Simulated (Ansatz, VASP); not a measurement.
# One calculation of Sb, two programs

```
CELL_PARAMETERS angstrom
3.04158 0.00000 0.00000
0.00000 3.04158 0.00000
0.00000 0.00000 3.04158
ATOMIC_POSITIONS crystal
Sb 0.00000 0.00000 0.00000
```

Alike in both runs: functional LDA; k mesh 14 × 14 × 14; occupations gaussian, width 0.1 eV; no spin polarisation.

Ansatz relaxed the structure, and its values are those at the end. VASP's run is a single point on that final structure, the one shown.

|  | VASP | Ansatz |
| --- | --- | --- |
| version | VASP 6.6.1 | Ansatz 0.2.0 |
| potentials or method | VASP PAW LDA potentials, release 64 (Sb), cutoff 500 eV | scalar-relativistic, plane waves, PAW |
| valence electrons in the cell | 5 | 15 |

|  | VASP | Ansatz | Ansatz less VASP |
| --- | --- | --- | --- |
| gap on the k mesh at the Fermi level (eV) | none | none | - |
| pressure (GPa) | 0.2 | 0.0 | -0.22 |

Ansatz warns that its potentials were made for another functional, while VASP's fit it. LDA's correlation is that of Perdew and Zunger in VASP and of Perdew and Wang (1992) in Ansatz. A gap of «none» marks a metal or a gap that the smearing closes. VASP's potentials hold 5 valence electrons a cell and Ansatz's 15, so a difference there can come from the potentials and not from the codes.

Neither program's run includes spin-orbit coupling.
